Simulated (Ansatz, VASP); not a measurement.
**ZnS in VASP and in Ansatz**

POSCAR

```
ZnS
1.0
    0.0000000000      2.7375567091      2.7375567091
    2.7375567091      0.0000000000      2.7375567091
    2.7375567091      2.7375567091      0.0000000000
Zn S
1 1
Direct
    0.7500000000      0.7500000000      0.7500000000
    0.0000000000      0.0000000000      0.0000000000
```

The input INCAR.step1:

```
SYSTEM = ZnS
PREC     = Accurate       ! precision mode
ENCUT    = 520            ! plane-wave cutoff, eV
EDIFF    = 1E-5           ! SCF threshold, eV
ISMEAR   = -1             ! smearing method
SIGMA    = 0.05           ! smearing width, eV
LREAL    = .FALSE.        ! projectors in reciprocal space
LASPH    = .TRUE.         ! aspherical terms in the spheres
NELM     = 100            ! most SCF steps
ALGO     = Normal         ! electronic algorithm
ISIF     = 2              ! what is computed and relaxed
LWAVE    = .TRUE.         ! write WAVECAR
GGA      = PE             ! functional
NBANDS   = 16             ! bands
```

Contents of INCAR.step2:

```
SYSTEM = ZnS
PREC     = Accurate       ! precision mode
ENCUT    = 520            ! plane-wave cutoff, eV
EDIFF    = 1E-6           ! SCF threshold, eV
ISMEAR   = -1             ! smearing method
SIGMA    = 0.05           ! smearing width, eV
LREAL    = .FALSE.        ! projectors in reciprocal space
LASPH    = .TRUE.         ! aspherical terms in the spheres
NELM     = 100            ! most SCF steps
ALGO     = Normal         ! electronic algorithm
ISIF     = 2              ! what is computed and relaxed
LWAVE    = .FALSE.        ! write WAVECAR
LCHARG   = .TRUE.         ! write CHGCAR
METAGGA  = R2SCAN         ! meta-GGA
LHFCALC  = .TRUE.         ! exact exchange
AEXX     = 0.5            ! exact-exchange fraction
LMIXTAU  = .TRUE.       
PRECFOCK = Normal       
LELF     = .TRUE.         ! ELF
LVHAR    = .TRUE.       
ISTART   = 1            
NBANDS   = 16             ! bands
```

File KPOINTS:

```
Automatic mesh
0
G
  5 5 5
  0 0 0
```

File input.yaml:

```yaml
crystal:
  lattice:
    - [0.0, 2.7375567091, 2.7375567091]
    - [2.7375567091, 0.0, 2.7375567091]
    - [2.7375567091, 2.7375567091, 0.0]
  atoms:
    - { symbol: Zn, position: [0.75, 0.75, 0.75] }
    - { symbol: S, position: [0.0, 0.0, 0.0] }
hamiltonian:
  xc: r2scan50
  pseudopotentials: { kind: paw }
kpoints:
  mp_grid: { grid: [5, 5, 5] }
scf:
  occupations: { method: fermi_dirac, width: 0.05 }
output:
  forces: true
  stress: true
  eigenvalues: true
```

Alike in both runs: task single point; functional r2SCAN50; k mesh 5 × 5 × 5; occupations fermi-dirac, width 0.05 eV; no spin polarisation.

```csv
,VASP,Ansatz
version,VASP 6.6.1,Ansatz 0.2.0
potentials or method,"VASP PAW PBE potentials, release 64 (Zn, S)",Ansatz PAW
plane-wave cutoff (eV),520,500
valence electrons in the cell,18,18
```

VASP gave:

| Property | Result |
| --- | --- |
| gap on the k mesh at the Fermi level (eV) | 5.88 |
| least direct gap on the mesh (eV) | 5.88 |
| pressure (GPa) | -3.6 |

Estimate Ansatz's values.

gap on the k mesh at the Fermi level (eV): 5.86; least direct gap on the mesh (eV): 5.86; pressure (GPa): -3.3.

VASP's potentials were made for PBE, not for r2SCAN50. The functional is the same, so the differences come from potentials, cutoffs and numerics.

Noted on Ansatz's run: odd divisions of the mesh miss points on the zone boundary, where band edges often lie, so the gap on the mesh can be too wide.
